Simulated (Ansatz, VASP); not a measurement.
## Two plane-wave programs on Si

```
Si
1.0
     3.84753    0.00000    0.00000
    -1.92376    3.33205    0.00000
     0.00000    0.00000   18.44160
Si
4
Direct
  0.33333 0.66667 0.26954
  0.66667 0.33333 0.24401
  0.66667 0.33333 0.50113
  0.33333 0.66667 0.47560
```

Alike in both runs: task single point; functional PBE; dispersion D3(BJ); k mesh 9 × 9 × 1; occupations gaussian, width 0.1 eV; no spin polarisation.

```csv
,VASP,Ansatz
version,VASP 6.6.1,Ansatz 0.2.0
potentials or method,"VASP PAW PBE potentials, release 64 (Si), cutoff 520 eV","scalar-relativistic, plane waves, PAW"
valence electrons in the cell,16,16
```

|  | VASP | Ansatz | Ansatz less VASP |
| --- | --- | --- | --- |
| gap on the k mesh at the Fermi level (eV) | 0.39 | 0.39 | 0.000 |
| least direct gap on the mesh (eV) | 0.51 | 0.51 | +0.001 |
| rms of the force components (eV/Å) | 0.074 | 0.076 | +0.0022 |

Atom by atom the forces differ by 0.003 eV/Å (rms over components).
